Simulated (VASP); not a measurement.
# MnS (F-43m) in VASP: notebook

MnS is run at these levels: PBEsol; tasks: single point.

Everything below comes from runs of VASP 6.6.1. Logs are shortened: lines on timing, memory, paths and dates and some standing lists are left out, and cuts for length are marked.

### Step 1. The cell of the first run

It takes space group F-43m (No. 216, cubic). The conventional cell has a = 4.965 Å, b = 4.965 Å, c = 4.965 Å, α = 90.00°, β = 90.00°, γ = 90.00°. Within 2.8 Å of Mn (site symmetry -43m) lie 4 S at 2.15 Å. S (site symmetry -43m) has 4 Mn at 2.15 Å within 2.8 Å.

### Step 2. Single point, PBEsol (15.30 Å³/atom)

INCAR

```
ALGO = Normal ; EDIFF = 1E-6
ENCUT = 520 ; GGA = PS
ISIF = 2 ; ISMEAR = 0
LASPH = True ; LCHARG = False
LREAL = False ; LWAVE = False
NBANDS = 16 ; NELM = 80
PREC = Accurate ; SIGMA = 0.15
```

KPOINTS

```
k-points
0
Gamma
  16 16 16
```

POSCAR

```
MnS
1.0
    0.0000000000      2.4823828122      2.4823828122
    2.4823828122      0.0000000000      2.4823828122
    2.4823828122      2.4823828122      0.0000000000
Mn S
1 1
Direct
    0.0000000000      0.0000000000      0.0000000000
    0.7500000000      0.7500000000      0.7500000000
```

Potentials or basis: VASP PAW PBE potentials, release 64 (Mn_pv, S).

Started as:

```bash
$ cat potpaw_PBE.64/Mn_pv/POTCAR potpaw_PBE.64/S/POTCAR > POTCAR
$ mpirun -np 1 vasp_std > vasp.out
```

OUTCAR:

```text
EDIFF = 1E-6
   ENCUT = 520
   GGA = PS
   ISIF = 2
   ISMEAR = 0
   LASPH = True
   LREAL = False
   NELM = 80
   PREC = Accurate

 ion  position               nearest neighbor table
   1  0.000  0.000  0.000-   2 2.15   2 2.15   2 2.15   2 2.15
   2  0.750  0.750  0.750-   1 2.15   1 2.15   1 2.15   1 2.15

  LATTYP: Found a face centered cubic cell.
 ALAT       =     4.9647656244

  Lattice vectors:

 A1 = (   0.0000000000,   2.4823828122,   2.4823828122)
 A2 = (   2.4823828122,   0.0000000000,   2.4823828122)
 A3 = (   2.4823828122,   2.4823828122,   0.0000000000)

Analysis of symmetry for initial positions (statically):
=====================================================================
 Subroutine PRICEL returns:
 Original cell was already a primitive cell.

 Routine SETGRP: Setting up the symmetry group for a
 face centered cubic supercell.

 Subroutine GETGRP returns: Found 24 space group operations
 (whereof 24 operations were pure point group operations)
 out of a pool of 48 trial point group operations.

The static configuration has the point symmetry T_d .

Analysis of symmetry for dynamics (positions and initial velocities):
=====================================================================
 Subroutine PRICEL returns:
 Original cell was already a primitive cell.

 Routine SETGRP: Setting up the symmetry group for a
 face centered cubic supercell.

 Subroutine GETGRP returns: Found 24 space group operations
 (whereof 24 operations were pure point group operations)
 out of a pool of 48 trial point group operations.

The dynamic configuration has the point symmetry T_d .

 Subroutine INISYM returns: Found 24 space group operations
 (whereof 24 operations are pure point group operations),
 and found     1 'primitive' translations

----------------------------------------------------------------------------------------

                                     Primitive cell

  volume of cell :      30.5940

  direct lattice vectors                    reciprocal lattice vectors
     0.000000000  2.482382812  2.482382812    -0.201419377  0.201419377  0.201419377
     2.482382812  0.000000000  2.482382812     0.201419377 -0.201419377  0.201419377
     2.482382812  2.482382812  0.000000000     0.201419377  0.201419377 -0.201419377

  length of vectors
     3.510619440  3.510619440  3.510619440     0.348868595  0.348868595  0.348868595

  position of ions in fractional coordinates (direct lattice)
     0.000000000  0.000000000  0.000000000
     0.750000000  0.750000000  0.750000000

  ion indices of the primitive-cell ions
   primitive index   ion index
                 1           1
                 2           2

----------------------------------------------------------------------------------------

 KPOINTS: k-points

Automatic generation of k-mesh.
 Grid dimensions read from file:
 generate k-points for:   16   16   16

 Generating k-lattice:

  Cartesian coordinates                     Fractional coordinates (reciprocal lattice)
    -0.012588711  0.012588711  0.012588711     0.062500000  0.000000000  0.000000000
     0.012588711 -0.012588711  0.012588711     0.000000000  0.062500000  0.000000000
     0.012588711  0.012588711 -0.012588711     0.000000000  0.000000000  0.062500000

  Length of vectors
     0.021804287  0.021804287  0.021804287

  Shift w.r.t. Gamma in fractional coordinates (k-lattice)
     0.000000000  0.000000000  0.000000000

 Subroutine IBZKPT returns following result:
 ===========================================

 Found    145 irreducible k-points:

 Following reciprocal coordinates:
            Coordinates               Weight
  0.000000  0.000000  0.000000      1.000000
  0.062500  0.000000  0.000000      8.000000
  0.125000  0.000000  0.000000      8.000000
  0.187500  0.000000  0.000000      8.000000
  0.250000  0.000000  0.000000      8.000000
  0.312500  0.000000  0.000000      8.000000
[... 16 lines left out ...]
 -0.125000  0.062500  0.000000     24.000000
 -0.062500  0.062500  0.000000     12.000000
 [... further k-points ...]
   k-points           NKPTS =    145   k-points in BZ     NKDIM =    145   number of bands    NBANDS=     16
   number of dos      NEDOS =    301   number of ions     NIONS =      2
   total plane-waves  NPLWV =  21952
   dimension x,y,z NGX =    28 NGY =   28 NGZ =   28
   dimension x,y,z NGXF=    56 NGYF=   56 NGZF=   56
   ions per type =               1   1
   NGX,Y,Z   is equivalent  to a cutoff of  13.26, 13.26, 13.26 a.u.
   NGXF,Y,Z  is equivalent  to a cutoff of  26.52, 26.52, 26.52 a.u.
 SYSTEM =  unknown system
   PREC   = accura    normal or accurate (medium, high low for compatibility)
   ISTART =      0    job   : 0-new  1-cont  2-samecut
   ICHARG =      2    charge: 1-file 2-atom 10-const
   ISPIN  =      1    spin polarized calculation?
   LNONCOLLINEAR =      F non collinear calculations
   LSORBIT =      F    spin-orbit coupling
   LASPH  =      T    aspherical Exc in radial PAW
   ENCUT  =  520.0 eV  38.22 Ry    6.18 a.u.   6.53  6.53  6.53*2*pi/ulx,y,z
   NELM   =     80;   NELMIN=  2; NELMDL= -5     # of ELM steps
   EDIFF  = 0.1E-05   stopping-criterion for ELM
   LREAL  =      F    real-space projection
   EDIFFG = 0.1E-04   stopping-criterion for IOM
   NSW    =      0    number of steps for IOM
   IBRION =     -1    ionic relax: 0-MD 1-quasi-New 2-CG
   NFREE  =      0    steps in history (QN), initial steepest desc. (CG)
   ISIF   =      2    stress and relaxation
   ISYM   =      2    0-nonsym 1-usesym 2-fastsym
   POTIM  = 0.5000    time-step for ionic-motion
   TEBEG  =    0.0;   TEEND  =   0.0 temperature during run
   PSTRESS=    0.0 pullay stress
   NELECT =      19.0000    total number of electrons
   NUPDOWN=      -1.0000    fix difference up-down
   EMIN   =  10.00;   EMAX   =-10.00  energy-range for DOS
   EFERMI =   0.00;   METHOD = LEGACY
   ISMEAR =     0;   SIGMA  =   0.15  broadening in eV -4-tet -1-fermi 0-gaus
   EFERMI_NEDOS =   21; number of points for ismear=-14 and -15
   IALGO  =     38    algorithm
   IMIX   =      4    mixing-type and parameters
     AMIX     =   0.40;   BMIX     =  1.00
     AMIX_MAG =   1.60;   BMIX_MAG =  1.00
  volume/ion in A,a.u.               =      15.30       103.23
  Fermi-wavevector in a.u.,A,eV,Ry     =   1.396735  2.639446 26.543171  1.950868
  Thomas-Fermi vector in A             =   2.520060
   LORBIT       =      0    0 simple, 1 ext, 2 COOP (PROOUT), +10 PAW based schemes
   GGA     = PS    functional components
   LHFCALC =     F    Hartree Fock is set to
   AEXX    =    0.0000 exact exchange contribution
   IVDW    =     0    specifies the selected vdW correction
   LEPSILON=     F    determine dielectric tensor
   LRPA    =     F    only Hartree local field effects (RPA)
 non-spin polarized calculation
 Gauss-broadening in eV      SIGMA  =   0.15
  energy-cutoff  :      520.00
  volume of cell :       30.59
 maximum number of plane-waves:       869
 NGX is ok and might be reduce to    28
   NGX = 13   NGY = 13   NGZ = 13

 number of electron      18.9999989 magnetization

 Free energy of the ion-electron system (eV)
  ---------------------------------------------------
  ext. energy  EPLUGINS =         0.00000000
  ---------------------------------------------------
  free energy    TOTEN  =       -14.77352144 eV

  energy without entropy =      -14.74383892  energy(sigma->0) =      -14.75868018

 E-fermi :   7.1625     XC(G=0): -11.3706

 val. band max:        7.1618738586   @ k =   0.4375   0.3125   0.0000
 cond. band min:       7.1813635165   @ k =  -0.4375   0.3750   0.1875
 fundamental gap:      0.0194896579
 Fermi energy:         7.1625320231

 k-point     1 :       0.0000    0.0000    0.0000
  band No.  band energies     occupation
      1     -40.3779      2.00000
      2     -40.3779      2.00000
      3     -40.3779      2.00000
      4      -8.0391      2.00000
      5       2.5237      2.00000
      6       2.5237      2.00000
[... 8 lines left out ...]
     15      15.0445      0.00000
     16      15.0445      0.00000

 k-point     2 :       0.0625    0.0000    0.0000
  band No.  band energies     occupation
      1     -40.3788      2.00000
      2     -40.3780      2.00000
      3     -40.3780      2.00000
      4      -7.9981      2.00000
      5       2.4405      2.00000
      6       2.5378      2.00000
[... 8 lines left out ...]
     15      15.1359      0.00000
     16      15.1359      0.00000

 k-point     3 :       0.1250    0.0000    0.0000
  band No.  band energies     occupation
      1     -40.3815      2.00000
      2     -40.3784      2.00000
      3     -40.3784      2.00000
      4      -7.8788      2.00000
      5       2.2113      2.00000
      6       2.5770      2.00000
[... 8 lines left out ...]
     15      15.3736      0.00000
     16      15.3736      0.00000

 k-point     4 :       0.1875    0.0000    0.0000
  band No.  band energies     occupation
      1     -40.3856      2.00000
      2     -40.3791      2.00000
      3     -40.3791      2.00000
      4      -7.6926      2.00000
      5       1.8847      2.00000
      6       2.6324      2.00000
[... 8 lines left out ...]
     15      15.6544      0.00000
     16      15.6544      0.00000
[... 324 lines left out ...]
 k-point    22 :      -0.1875    0.0625    0.0000
  band No.  band energies     occupation
      1     -40.3874      2.00000
      2     -40.3802      2.00000
      3     -40.3791      2.00000
      4      -7.5871      2.00000
      5       1.7434      2.00000
      6       2.6208      2.00000
[... 8 lines left out ...]
     15      15.7008      0.00000
     16      15.7421      0.00000

 k-point    23 :      -0.1250    0.0625    0.0000
  band No.  band energies     occupation
      1     -40.3832      2.00000
      2     -40.3793      2.00000
      3     -40.3785      2.00000
      4      -7.7892      2.00000
      5       2.0686      2.00000
      6       2.5792      2.00000
[... 8 lines left out ...]
     15      15.4375      0.00000
     16      15.5961      0.00000

 k-point    24 :      -0.0625    0.0625    0.0000
  band No.  band energies     occupation
      1     -40.3802      2.00000
      2     -40.3786      2.00000
      3     -40.3781      2.00000
      4      -7.9310      2.00000
      5       2.3168      2.00000
      6       2.5491      2.00000
[... 8 lines left out ...]
     15      15.2114      0.00000
     16      15.3758      0.00000

 [... further k-points ...]
[... 5 lines left out ...]
  --------------------------------------------------------------------------------------
  -------------------------------------------------------------------------------------
  Total       -0.8327629     -0.8327629     -0.8327629     -0.0000000      0.0000000     -0.0000000
  in kB      -43.6109650    -43.6109650    -43.6109650     -0.0000000      0.0000000     -0.0000000
  external PRESSURE =     -43.6109650 kB  Pullay stress =       0.0000000 kB

 VOLUME and BASIS-vectors are now :
 -----------------------------------------------------------------------------
  energy-cutoff  :      520.00
  volume of cell :       30.59
      direct lattice vectors                 reciprocal lattice vectors
     0.000000000  2.482382812  2.482382812    -0.201419377  0.201419377  0.201419377
     2.482382812  0.000000000  2.482382812     0.201419377 -0.201419377  0.201419377
     2.482382812  2.482382812  0.000000000     0.201419377  0.201419377 -0.201419377

 POSITION                                       TOTAL-FORCE (eV/Angst)
 -----------------------------------------------------------------------------------
      0.00000      0.00000      0.00000        -0.000000      0.000000     -0.000000
      3.72357      3.72357      3.72357         0.000000     -0.000000      0.000000
 -----------------------------------------------------------------------------------
    total drift:                               -0.000001     -0.000001     -0.000001

  FREE ENERGIE OF THE ION-ELECTRON SYSTEM (eV)
  ---------------------------------------------------
  free  energy   TOTEN  =       -14.7735214435 eV

  energy  without entropy=      -14.7438389231  energy(sigma->0) =      -14.75868018
```

It took 95 s on 1 thread of Intel Xeon 8259CL, shared host; peak memory 0.21 GiB.

Results:

```
Free energy            : -14.7735 eV
Pressure               : -4.4 GPa
Band gap on the k mesh : zero (an odd number of electrons rules out a gap without spin polarisation)
```

Levels at points of the mesh, in eV from the Fermi level:
| k point | band 7 | band 8 | band 9 | band 10 | band 11 | band 12 |
| --- | --- | --- | --- | --- | --- | --- |
| (0.00, 0.00, 0.00) | -4.64 | -0.71 | -0.71 | 3.65 | 3.66 | 3.66 |
| (0.50, 0.00, 0.00) | -4.35 | -0.47 | -0.47 | -0.32 | 1.92 | 1.92 |
| (0.50, 0.50, 0.00) | -4.00 | -1.70 | -0.16 | -0.06 | 0.26 | 0.26 |

Caveat: the cell stands under tension; the PAW data sets were made with another functional, which shifts forces and pressure a little; an odd number of electrons without spin polarisation forces a metal; a magnetic or distorted state may lie lower; the run has no spin polarisation, though such a crystal can be magnetic; semilocal functionals often make such compounds metallic where correlation or magnetic order opens a gap, which also shifts bond lengths.

### Step 3. Single point, PBEsol

INCAR

```
SYSTEM = MnS
PREC = Accurate
ENCUT = 520
EDIFF = 1E-7
ISMEAR = 0
SIGMA = 0.15
LREAL = .False.
LASPH = .True.
NELM = 100
ALGO = Normal
ISIF = 2
LWAVE = .False.
LCHARG = .False.
GGA = PS
NBANDS = 16
```

KPOINTS

```
regular mesh
0
Gamma
  16 16 16
  0 0 0
```

POSCAR is that of step 2.

Potentials or basis: VASP PAW PBE potentials, release 64 (Mn_pv, S).

Started as:

```bash
$ cat potpaw_PBE.64/Mn_pv/POTCAR potpaw_PBE.64/S/POTCAR > POTCAR
$ mpirun -np 1 vasp_std > vasp.out
```

It took 2.1 min on 1 thread of Intel Xeon 8259CL, shared host; peak memory 0.21 GiB.

Results (log left out):

```
Free energy            : -14.7735 eV
Pressure               : -4.4 GPa
Band gap on the k mesh : zero (an odd number of electrons rules out a gap without spin polarisation)
```

Levels at points of the mesh, in eV from the Fermi level:
```tsv
k point	band 7	band 8	band 9	band 10	band 11	band 12
(0.00, 0.00, 0.00)	-4.64	-0.71	-0.71	3.65	3.66	3.66
(0.50, 0.00, 0.00)	-4.35	-0.47	-0.47	-0.32	1.92	1.92
(0.50, 0.50, 0.00)	-4.00	-1.70	-0.16	-0.06	0.26	0.26
```

Caveat: the cell stands under tension; the PAW data sets were made with another functional, which shifts forces and pressure a little; an odd number of electrons without spin polarisation forces a metal; a magnetic or distorted state may lie lower; the run has no spin polarisation, though such a crystal can be magnetic; semilocal functionals often make such compounds metallic where correlation or magnetic order opens a gap, which also shifts bond lengths. With open d or f shells a metallic result of PBEsol can be an artefact of self-interaction; +U or a hybrid may open a gap.

### Step 4. Single point, PBEsol (18.70 Å³/atom)

This run uses another cell than the first one, of 18.70 Å³/atom.

INCAR

```
SYSTEM = MnS
PREC = Accurate
ENCUT = 520
EDIFF = 1E-7
ISMEAR = 0
SIGMA = 0.15
LREAL = .False.
LASPH = .True.
NELM = 60
ALGO = Normal
ISIF = 2
LWAVE = .False.
LCHARG = .True.
GGA = PS
LELF = .True.
LVHAR = .True.
NBANDS = 16
```

KPOINTS

```
Automatic mesh
0
Gamma
  16 16 16
  0 0 0
```

POSCAR

```
MnS
1.0
    0.0000000000      2.6540935901      2.6540935901
    2.6540935901      0.0000000000      2.6540935901
    2.6540935901      2.6540935901      0.0000000000
Mn S
1 1
Direct
    0.0000000000      0.0000000000      0.0000000000
    0.7500000000      0.7500000000      0.7500000000
```

Started as:

```bash
$ cat potpaw_PBE.64/Mn_pv/POTCAR potpaw_PBE.64/S/POTCAR > POTCAR
$ mpirun -np 1 vasp_std > vasp.out
```

Run time: 2.1 min. Hardware: 1 thread of Intel Xeon 8259CL, shared host; peak memory 0.22 GiB.

Results (log left out):

```
Free energy            : -14.1703 eV
Pressure               : -20.6 GPa
Band gap on the k mesh : zero (an odd number of electrons rules out a gap without spin polarisation)
```

Levels at points of the mesh, in eV from the Fermi level:
```
           k point  band 6  band 7  band 8  band 9  band 10  band 11  band 12  band 13
(0.00, 0.00, 0.00)   -3.98   -3.98   -0.50   -0.50     2.56     2.64     2.64     2.64
(0.50, 0.00, 0.00)   -3.78   -3.78   -0.34   -0.34    -0.27     1.40     1.40     4.58
(0.50, 0.50, 0.00)   -3.63   -3.63   -1.13   -0.18    -0.06     0.20     0.20     4.57
```

Caveat: the cell stands under tension; the PAW data sets were made with another functional, which shifts forces and pressure a little; an odd number of electrons without spin polarisation forces a metal; a magnetic or distorted state may lie lower; the run has no spin polarisation, though such a crystal can be magnetic; semilocal functionals often make such compounds metallic where correlation or magnetic order opens a gap, which also shifts bond lengths. With open d or f shells a metallic result of PBEsol can be an artefact of self-interaction; +U or a hybrid may open a gap.
